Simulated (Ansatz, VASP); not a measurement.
## CaRu3: VASP beside Ansatz

```xyz
4
Lattice="4.0330 0.0000 0.0000 0.0000 4.0330 0.0000 0.0000 0.0000 4.0330" Properties=species:S:1:pos:R:3 pbc="T T T"
Ca    0.0000    0.0000    0.0000
Ru    0.0000    2.0165    2.0165
Ru    2.0165    0.0000    2.0165
Ru    2.0165    2.0165    0.0000
```

Alike in both runs: task relaxation of cell and atoms; functional PBE; k mesh 12 × 12 × 12; occupations gaussian, width 0.1 eV; no spin polarisation.

|  | VASP | Ansatz |
| --- | --- | --- |
| version | VASP 6.6.1 | Ansatz 0.2.0 |
| potentials or method | VASP PAW PBE potentials, release 64 (Ca_sv, Ru_pv), cutoff 600 eV | scalar-relativistic, plane waves, PAW |
| valence electrons in the cell | 52 | 58 |

Ansatz gave:

```
gap on the k mesh at the Fermi level, each at its own relaxed structure (eV)  : none
relaxed volume (Å³/atom)                                                      : 16.22
relaxed length of the cell vector where the two differ most in proportion (Å) : 4.018
```

Q: Which values does VASP return?

A: gap on the k mesh at the Fermi level, each at its own relaxed structure (eV): none; relaxed volume (Å³/atom): 16.24; relaxed length of the cell vector where the two differ most in proportion (Å): 4.020.

A gap of «none» marks a metal or a gap that the smearing closes. VASP's potentials hold 52 valence electrons a cell and Ansatz's 58, so a difference there can come from the potentials and not from the codes.
